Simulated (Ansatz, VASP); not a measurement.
# Ru in VASP and in Ansatz

Contents of INCAR:

```
PREC = Accurate
ENCUT = 520
EDIFF = 1E-7
ISMEAR = 0
SIGMA = 0.15
LREAL = F
LASPH = T
NELM = 80
ALGO = Fast
ISIF = 2
LWAVE = F
LCHARG = F
GGA = PS
NBANDS = 21
```

File KPOINTS:

```
Automatic mesh
0
Gamma
  24 24 12
```

The input POSCAR:

```
Ru
1.0
    2.6246253542      0.0000000000      0.0000000000
   -1.3123126771      2.2729922322      0.0000000000
    0.0000000000      0.0000000000      4.2176715000
Ru
2
Direct
    0.3333333333      0.6666666667      0.2500000000
    0.6666666667      0.3333333333      0.7500000000
```

Input for Ansatz:

```yaml
crystal:
  lattice:
    - [2.6246253542, 0.0, 0.0]
    - [-1.3123126771, 2.2729922322, 0.0]
    - [0.0, 0.0, 4.2176715]
  atoms:
    - { symbol: Ru, position: [0.3333333333, 0.6666666667, 0.25] }
    - { symbol: Ru, position: [0.6666666667, 0.3333333333, 0.75] }
basis:
  ecutwfc: 420
kpoints:
  mp_grid: { grid: [24, 24, 12] }
hamiltonian:
  xc: pbesol
scf:
  occupations: { method: gaussian, width: 0.15 }
output:
  forces: true
  stress: true
  eigenvalues: true
```

Change from the starting cell: strain -0.030 along x and y, -0.015 along z, atoms carried along.

Alike in both runs: task single point; functional PBEsol; k mesh 24 × 24 × 12; occupations gaussian, width 0.15 eV; no spin polarisation.

```csv
,VASP,Ansatz
version,VASP 6.6.1,Ansatz 0.2.0
potentials or method,"VASP PAW PBE potentials, release 64 (Ru_pv), cutoff 520 eV","scalar-relativistic, plane waves, PAW"
valence electrons in the cell,28,32
```

VASP gave:

* gap on the k mesh at the Fermi level (eV): none
* pressure (GPa): 22.7
* traceless stress, the component that is largest in VASP (GPa): -6.24

Problem. Which values does Ansatz return?

Solution. gap on the k mesh at the Fermi level (eV): none; pressure (GPa): 22.6; traceless stress, the component that is largest in VASP (GPa): -6.26.

VASP's potentials were made for PBE, not for PBEsol. A gap of «none» marks a metal or a gap that the smearing closes. VASP's potentials hold 28 valence electrons a cell and Ansatz's 32, so a difference there can come from the potentials and not from the codes.
